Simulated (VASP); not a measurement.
# Li16Cu (a cell with a defect) in VASP: further runs

Li16Cu (a cell with a defect) is run at these levels: PBE; tasks: single point.

All numbers are computed with VASP 6.6.1; they aren't measurements. Logs are shortened: lines on timing, memory, paths and dates and some standing lists are left out, and cuts for length are marked.

**1. The cell of the first run**

The cell holds a defect, 17 atoms: a = 6.980 Å, b = 6.980 Å, c = 6.980 Å, α = 90.00°, β = 90.00°, γ = 90.00°.

**2. Single point, PBE**

INCAR

```
PREC     = Accurate       # precision mode
ENCUT    = 520            # plane-wave cutoff, eV
EDIFF    = 1E-6           # SCF threshold, eV
ISMEAR   = 0              # smearing method
SIGMA    = 0.15           # smearing width, eV
LREAL    = Auto         
LASPH    = True           # aspherical terms in the spheres
NELM     = 100            # most SCF steps
ALGO     = Normal         # electronic algorithm
ISIF     = 2              # what is computed and relaxed
LWAVE    = False          # write WAVECAR
LCHARG   = True           # write CHGCAR
GGA      = PE             # functional
LELF     = True           # ELF
LVHAR    = True         
NBANDS   = 44             # bands
```

KPOINTS

```
Automatic mesh
0
Gamma
  4 4 4
```

POSCAR

```
Li16Cu
1.0
    6.9800000000      0.0000000000      0.0000000000
    0.0000000000      6.9800000000      0.0000000000
    0.0000000000      0.0000000000      6.9800000000
Li Cu
16 1
Direct
    0.0102087393     -0.0230895415      0.0154858166
    0.4787674785     -0.0007326648      0.0290455587
    0.0166103152      0.5462035817     -0.0530351003
   -0.0003174785     -0.0064336676      0.4873518625
    0.1510611748      0.3181346705      0.1932593123
    0.4713729226      0.4865217765     -0.0084435530
    0.5905174785     -0.0335691977      0.5311041547
    0.7277369628      0.2473518625      0.2404266476
   -0.0136942693      0.4971014327      0.5161567335
    0.2657716332      0.7470561605      0.2721797994
    0.2488100287      0.2203959885      0.7300816619
    0.4880616046      0.4512535817      0.5003095989
    0.7495997135      0.7119591691      0.2393087393
    0.7672272206      0.2431164756      0.7856637536
    0.2733939828      0.7718690544      0.7156842407
    0.7315167622      0.7288444126      0.7765522923
    0.3374133238      0.1083389685      0.3699408309
```

Potentials or basis: VASP PAW PBE potentials, release 64 (Li_sv, Cu).

The run is started by

```
$ cat potpaw_PBE.64/Li_sv/POTCAR potpaw_PBE.64/Cu/POTCAR > POTCAR
$ mpirun -np 1 vasp_std > vasp.out
```

OUTCAR:

```text
PREC = Accurate
   ENCUT = 520
   EDIFF = 1E-6
   ISMEAR = 0
   LREAL = Auto
   LASPH = True
   NELM = 100
   ISIF = 2
   GGA = PE

 ion  position               nearest neighbor table
   1  0.010  0.977  0.015-
   2  0.479  0.999  0.029-  17 2.69
   3  0.017  0.546  0.947-   5 2.52
   4  1.000  0.994  0.487-  17 2.62
   5  0.151  0.318  0.193-  17 2.31   3 2.52
   6  0.471  0.487  0.992-
   7  0.591  0.966  0.531-  17 2.32  16 2.58
   8  0.728  0.247  0.240-
   9  0.986  0.497  0.516-
  10  0.266  0.747  0.272-  17 2.66
  11  0.249  0.220  0.730-
  12  0.488  0.451  0.500-
  13  0.750  0.712  0.239-
  14  0.767  0.243  0.786-
  15  0.273  0.772  0.716-
  16  0.732  0.729  0.777-   7 2.58
  17  0.337  0.108  0.370-   5 2.31   7 2.32   4 2.62  10 2.66   2 2.69

  LATTYP: Found a simple cubic cell.
 ALAT       =     6.9800000000

  Lattice vectors:

 A1 = (   6.9800000000,   0.0000000000,   0.0000000000)
 A2 = (   0.0000000000,   6.9800000000,   0.0000000000)
 A3 = (   0.0000000000,   0.0000000000,   6.9800000000)

Analysis of symmetry for initial positions (statically):
=====================================================================
 Subroutine PRICEL returns:
 Original cell was already a primitive cell.

 Routine SETGRP: Setting up the symmetry group for a
 simple cubic supercell.

 Subroutine GETGRP returns: Found  1 space group operations
 (whereof  1 operations were pure point group operations)
 out of a pool of 48 trial point group operations.

The static configuration has the point symmetry C_1 .

Analysis of symmetry for dynamics (positions and initial velocities):
=====================================================================
 Subroutine PRICEL returns:
 Original cell was already a primitive cell.

 Routine SETGRP: Setting up the symmetry group for a
 simple cubic supercell.

 Subroutine GETGRP returns: Found  1 space group operations
 (whereof  1 operations were pure point group operations)
 out of a pool of 48 trial point group operations.

The dynamic configuration has the point symmetry C_1 .

 Subroutine INISYM returns: Found  1 space group operations
 (whereof  1 operations are pure point group operations),
 and found     1 'primitive' translations

----------------------------------------------------------------------------------------

                                     Primitive cell

  volume of cell :     340.0684

  direct lattice vectors                    reciprocal lattice vectors
     6.980000000  0.000000000  0.000000000     0.143266476  0.000000000  0.000000000
     0.000000000  6.980000000  0.000000000     0.000000000  0.143266476  0.000000000
     0.000000000  0.000000000  6.980000000     0.000000000  0.000000000  0.143266476

  length of vectors
     6.980000000  6.980000000  6.980000000     0.143266476  0.143266476  0.143266476

  position of ions in fractional coordinates (direct lattice)
     0.010208739  0.976910459  0.015485817
     0.478767479  0.999267335  0.029045559
     0.016610315  0.546203582  0.946964900
     0.999682521  0.993566332  0.487351862
     0.151061175  0.318134671  0.193259312
     0.471372923  0.486521776  0.991556447
[... 9 lines left out ...]
     0.731516762  0.728844413  0.776552292
     0.337413324  0.108338969  0.369940831

  ion indices of the primitive-cell ions
   primitive index   ion index
                 1           1
                 2           2
                 3           3
                 4           4
                 5           5
                 6           6
[... 9 lines left out ...]
                16          16
                17          17

----------------------------------------------------------------------------------------

 KPOINTS: Automatic mesh

Automatic generation of k-mesh.
 Grid dimensions read from file:
 generate k-points for:    4    4    4

 Generating k-lattice:

  Cartesian coordinates                     Fractional coordinates (reciprocal lattice)
     0.035816619  0.000000000  0.000000000     0.250000000  0.000000000  0.000000000
     0.000000000  0.035816619  0.000000000     0.000000000  0.250000000  0.000000000
     0.000000000  0.000000000  0.035816619     0.000000000  0.000000000  0.250000000

  Length of vectors
     0.035816619  0.035816619  0.035816619

  Shift w.r.t. Gamma in fractional coordinates (k-lattice)
     0.000000000  0.000000000  0.000000000

 Subroutine IBZKPT returns following result:
 ===========================================

 Found     36 irreducible k-points:

 Following reciprocal coordinates:
            Coordinates               Weight
  0.000000  0.000000  0.000000      1.000000
  0.250000  0.000000  0.000000      2.000000
  0.000000  0.250000  0.000000      2.000000
  0.000000  0.000000  0.250000      2.000000
  0.500000  0.000000  0.000000      1.000000
  0.000000  0.500000  0.000000      1.000000
[... 16 lines left out ...]
  0.250000  0.250000  0.250000      2.000000
 -0.250000  0.250000  0.250000      2.000000
 [... further k-points ...]
   k-points           NKPTS =     36   k-points in BZ     NKDIM =     36   number of bands    NBANDS=     44
   number of dos      NEDOS =    301   number of ions     NIONS =     17
   total plane-waves  NPLWV = 157464
   dimension x,y,z NGX =    54 NGY =   54 NGZ =   54
   dimension x,y,z NGXF=   108 NGYF=  108 NGZF=  108
   ions per type =              16   1
   NGX,Y,Z   is equivalent  to a cutoff of  12.86, 12.86, 12.86 a.u.
   NGXF,Y,Z  is equivalent  to a cutoff of  25.72, 25.72, 25.72 a.u.
 SYSTEM =  unknown system
   PREC   = accura    normal or accurate (medium, high low for compatibility)
   ISTART =      0    job   : 0-new  1-cont  2-samecut
   ICHARG =      2    charge: 1-file 2-atom 10-const
   ISPIN  =      1    spin polarized calculation?
   LNONCOLLINEAR =      F non collinear calculations
   LSORBIT =      F    spin-orbit coupling
   LASPH  =      T    aspherical Exc in radial PAW
   ENCUT  =  520.0 eV  38.22 Ry    6.18 a.u.  12.98 12.98 12.98*2*pi/ulx,y,z
   NELM   =    100;   NELMIN=  2; NELMDL= -5     # of ELM steps
   EDIFF  = 0.1E-05   stopping-criterion for ELM
   LREAL  =      T    real-space projection
   EDIFFG = 0.1E-04   stopping-criterion for IOM
   NSW    =      0    number of steps for IOM
   IBRION =     -1    ionic relax: 0-MD 1-quasi-New 2-CG
   NFREE  =      0    steps in history (QN), initial steepest desc. (CG)
   ISIF   =      2    stress and relaxation
   ISYM   =      2    0-nonsym 1-usesym 2-fastsym
   POTIM  = 0.5000    time-step for ionic-motion
   TEBEG  =    0.0;   TEEND  =   0.0 temperature during run
   PSTRESS=    0.0 pullay stress
   NELECT =      59.0000    total number of electrons
   NUPDOWN=      -1.0000    fix difference up-down
   EMIN   =  10.00;   EMAX   =-10.00  energy-range for DOS
   EFERMI =   0.00;   METHOD = LEGACY
   ISMEAR =     0;   SIGMA  =   0.15  broadening in eV -4-tet -1-fermi 0-gaus
   EFERMI_NEDOS =   21; number of points for ismear=-14 and -15
   IALGO  =     38    algorithm
   IMIX   =      4    mixing-type and parameters
     AMIX     =   0.40;   BMIX     =  1.00
     AMIX_MAG =   1.60;   BMIX_MAG =  1.00
  volume/ion in A,a.u.               =      20.00       134.99
  Fermi-wavevector in a.u.,A,eV,Ry     =   0.913069  1.725449 11.343099  0.833694
  Thomas-Fermi vector in A             =   2.037537
   LORBIT       =      0    0 simple, 1 ext, 2 COOP (PROOUT), +10 PAW based schemes
   GGA     = PE    functional components
   LHFCALC =     F    Hartree Fock is set to
   AEXX    =    0.0000 exact exchange contribution
   IVDW    =     0    specifies the selected vdW correction
   LEPSILON=     F    determine dielectric tensor
   LRPA    =     F    only Hartree local field effects (RPA)
 non-spin polarized calculation
 Gauss-broadening in eV      SIGMA  =   0.15
  energy-cutoff  :      520.00
  volume of cell :      340.07
 maximum number of plane-waves:      9183
 NGX is ok and might be reduce to    54
   NGX = 25   NGY = 25   NGZ = 25

 number of electron      59.0000001 magnetization

 Free energy of the ion-electron system (eV)
  ---------------------------------------------------
  ext. energy  EPLUGINS =         0.00000000
  ---------------------------------------------------
  free energy    TOTEN  =       -33.60585560 eV

  energy without entropy =      -33.52513331  energy(sigma->0) =      -33.56549446

 E-fermi :   0.8456     XC(G=0):  -7.2150

 val. band max:        0.8449645066   @ k =   0.2500   0.0000   0.0000
 cond. band min:       0.8534475366   @ k =   0.2500   0.0000   0.0000
 fundamental gap:      0.0084830300
 Fermi energy:         0.8455516951

 k-point     1 :       0.0000    0.0000    0.0000
  band No.  band energies     occupation
      1     -45.8399      2.00000
      2     -45.8363      2.00000
      3     -45.8330      2.00000
      4     -45.8298      2.00000
      5     -45.8262      2.00000
      6     -45.8051      2.00000
[... 33 lines left out ...]
     40       3.7469      0.00000
     41       3.9452      0.00000

 k-point     2 :       0.2500    0.0000    0.0000
  band No.  band energies     occupation
      1     -45.8399      2.00000
      2     -45.8363      2.00000
      3     -45.8330      2.00000
      4     -45.8299      2.00000
      5     -45.8261      2.00000
      6     -45.8051      2.00000
[... 33 lines left out ...]
     40       3.9311      0.00000
     41       4.0634      0.00000

 k-point     3 :       0.0000    0.2500    0.0000
  band No.  band energies     occupation
      1     -45.8397      2.00000
      2     -45.8367      2.00000
      3     -45.8329      2.00000
      4     -45.8297      2.00000
      5     -45.8262      2.00000
      6     -45.8051      2.00000
[... 875 lines left out ...]
      2     -45.8365      2.00000
      3     -45.8334      2.00000
      4     -45.8295      2.00000
      5     -45.8263      2.00000
      6     -45.8051      2.00000
[... 33 lines left out ...]
     40       3.7147      0.00000
     41       4.5478      0.00000

 k-point    24 :      -0.2500    0.2500    0.2500
  band No.  band energies     occupation
      1     -45.8397      2.00000
      2     -45.8365      2.00000
      3     -45.8333      2.00000
      4     -45.8296      2.00000
      5     -45.8262      2.00000
      6     -45.8051      2.00000
[... 33 lines left out ...]
     40       3.6913      0.00000
     41       4.6190      0.00000

 [... further k-points ...]

 [bands above 41 left out]

------------------------ aborting loop because EDIFF is reached ----------------------------------------

  FORCE on cell =-STRESS in cart. coord.  units (eV):
  Direction    XX          YY          ZZ          XY          YZ          ZX
  --------------------------------------------------------------------------------------
  -------------------------------------------------------------------------------------
  Total       -0.5470183     -0.9541143     -0.7843356     -1.0428919     -1.2058892      0.9869982
  in kB       -2.5771886     -4.4951556     -3.6952706     -4.9134167     -5.6813522      4.6500825
  external PRESSURE =      -3.5892049 kB  Pullay stress =       0.0000000 kB

 VOLUME and BASIS-vectors are now :
 -----------------------------------------------------------------------------
  energy-cutoff  :      520.00
  volume of cell :      340.07
      direct lattice vectors                 reciprocal lattice vectors
     6.980000000  0.000000000  0.000000000     0.143266476  0.000000000  0.000000000
     0.000000000  6.980000000  0.000000000     0.000000000  0.143266476  0.000000000
     0.000000000  0.000000000  6.980000000     0.000000000  0.000000000  0.143266476

 POSITION                                       TOTAL-FORCE (eV/Angst)
 -----------------------------------------------------------------------------------
      0.07126      6.81884      0.10809        -0.005166      0.006037     -0.009002
      3.34180      6.97489      0.20274         0.000415      0.000045     -0.006882
      0.11594      3.81250      6.60981         0.002083     -0.001383      0.000393
      6.97778      6.93509      3.40172         0.007738      0.002231     -0.001949
      1.05441      2.22058      1.34895        -0.006936     -0.002322     -0.004217
      3.29018      3.39592      6.92106        -0.002356     -0.010167      0.005045
[... 9 lines left out ...]
      5.10599      5.08733      5.42034        -0.002243     -0.003218      0.008368
      2.35515      0.75621      2.58219         0.005938     -0.011167     -0.010235
 -----------------------------------------------------------------------------------
    total drift:                               -0.002825     -0.004788      0.013873

  FREE ENERGIE OF THE ION-ELECTRON SYSTEM (eV)
  ---------------------------------------------------
  free  energy   TOTEN  =       -33.6058556018 eV

  energy  without entropy=      -33.5251333106  energy(sigma->0) =      -33.56549446
```

It took 7 min on 1 thread of Intel Xeon 6975P-C (Granite Rapids), shared host; peak memory 0.56 GiB.

Results:

```yaml
Free_energy: -33.6059 eV
Largest_force: 0.016 eV/Å
Band_gap_on_the_k_mesh: zero (an odd number of electrons rules out a gap without spin polarisation)
```

Forces on the atoms (eV/Å):
```
Li  -0.005  0.006 -0.009
Li   0.000  0.000 -0.007
Li   0.002 -0.001  0.000
Li   0.008  0.002 -0.002
Li  -0.007 -0.002 -0.004
Li  -0.002 -0.010  0.005
Li   0.007  0.002  0.008
Li  -0.007 -0.007  0.004
Li  -0.002  0.006  0.002
Li  -0.003  0.001  0.001
Li  -0.001  0.009  0.004
Li   0.001  0.008 -0.001
Li   0.001  0.001 -0.002
Li  -0.001  0.001 -0.002
Li   0.006 -0.001  0.004
Li  -0.002 -0.003  0.008
Cu   0.006 -0.011 -0.010
```

Caveat: the cutoff is under 1.25 times the usual one of these potentials, so pressure, stress and relaxed cells hold a basis-set (Pulay) error.

**3. Single point, PBE**

INCAR

```
SYSTEM = Li16Cu
ALGO = Normal ; EDIFF = 1E-7
ENCUT = 520 ; GGA = PE
ISIF = 2 ; ISMEAR = 0
LASPH = .TRUE. ; LCHARG = .TRUE.
LELF = .TRUE. ; LREAL = Auto
LVHAR = .TRUE. ; LWAVE = .FALSE.
NBANDS = 44 ; NELM = 80
PREC = Accurate ; SIGMA = 0.15
```

KPOINTS

```
k-points
0
G
  4 4 4
  0 0 0
```

POSCAR

```
Li16Cu
1.0
    6.9800000000      0.0000000000      0.0000000000
    0.0000000000      6.9800000000      0.0000000000
    0.0000000000      0.0000000000      6.9800000000
Li Cu
16 1
Direct
    0.0122131805     -0.0133545845      0.0054520057
    0.4797542980      0.0015081662      0.0206637536
    0.0150237822      0.5269315186     -0.0523008596
    0.0082487106     -0.0023575931      0.4840300860
    0.1453979943      0.3190716332      0.2137342407
    0.4712070201      0.4799823782     -0.0016090258
    0.5885734957     -0.0597229226      0.5311199140
    0.7251861032      0.2395368195      0.2460084527
   -0.0230908309      0.5120954155      0.5188170487
    0.2633326648      0.7531521490      0.2644786533
    0.2548873926      0.2250989971      0.7185032951
    0.4925455587      0.4649458453      0.4962368195
    0.7565899713      0.7172696275      0.2302222063
    0.7577485673      0.2398021490      0.7690820917
    0.2685541547      0.7633795129      0.7243399713
    0.7385555874      0.7311267908      0.7891063037
    0.3622627507      0.1159524355      0.3623067335
```

Potentials or basis: VASP PAW PBE potentials, release 64 (Li_sv, Cu).

The run is started by

```
$ cat potpaw_PBE.64/Li_sv/POTCAR potpaw_PBE.64/Cu/POTCAR > POTCAR
$ mpirun -np 1 vasp_std > vasp.out
```

It took 8.6 min on 1 thread of Intel Xeon 6975P-C (Granite Rapids), shared host; peak memory 0.57 GiB.

It converged, with:

```
Free energy            : -33.6096 eV
Largest force          : 0.033 eV/Å
Band gap on the k mesh : zero (an odd number of electrons rules out a gap without spin polarisation)
```

Forces on the atoms (eV/Å):
```
Li   0.001 -0.002 -0.010
Li   0.001  0.002 -0.002
Li   0.005 -0.001  0.001
Li  -0.005 -0.015  0.013
Li   0.026 -0.001  0.005
Li   0.004 -0.017  0.009
Li   0.003  0.011 -0.012
Li   0.011  0.006 -0.005
Li  -0.003  0.014 -0.001
Li  -0.002  0.010  0.001
Li   0.002  0.003 -0.006
Li   0.001  0.011 -0.001
Li   0.001  0.001 -0.007
Li  -0.005  0.004 -0.001
Li   0.005 -0.003  0.001
Li  -0.018 -0.013  0.025
Cu  -0.026 -0.011 -0.009
```

Levels at points of the mesh, in eV from the Fermi level:
| k point | band 26 | band 27 | band 28 | band 29 | band 30 | band 31 | band 32 | band 33 |
| --- | --- | --- | --- | --- | --- | --- | --- | --- |
| (0.00, 0.00, 0.00) | -1.28 | -1.14 | -1.11 | -0.07 | -0.02 | 0.07 | 0.26 | 0.39 |
| (0.50, 0.00, 0.00) | -0.80 | -0.77 | -0.72 | -0.68 | -0.62 | -0.54 | 0.72 | 0.79 |
| (0.00, 0.50, 0.00) | -0.81 | -0.79 | -0.71 | -0.67 | -0.65 | -0.55 | 0.74 | 0.77 |
| (0.00, 0.00, 0.50) | -0.82 | -0.80 | -0.68 | -0.66 | -0.63 | -0.55 | 0.70 | 0.82 |
| (0.50, 0.50, 0.00) | -0.72 | -0.42 | -0.36 | -0.22 | -0.11 | -0.05 | 0.01 | 0.05 |
| (0.00, 0.50, 0.50) | -0.79 | -0.43 | -0.31 | -0.15 | -0.13 | -0.05 | 0.02 | 0.05 |
| (0.50, 0.00, 0.50) | -0.77 | -0.44 | -0.36 | -0.26 | -0.14 | 0.02 | 0.05 | 0.10 |
| (0.50, 0.50, 0.50) | -1.85 | -1.82 | -1.72 | -1.70 | 1.65 | 1.78 | 1.79 | 2.06 |

Caveat: the cutoff is under 1.25 times the usual one of these potentials, so pressure, stress and relaxed cells hold a basis-set (Pulay) error.
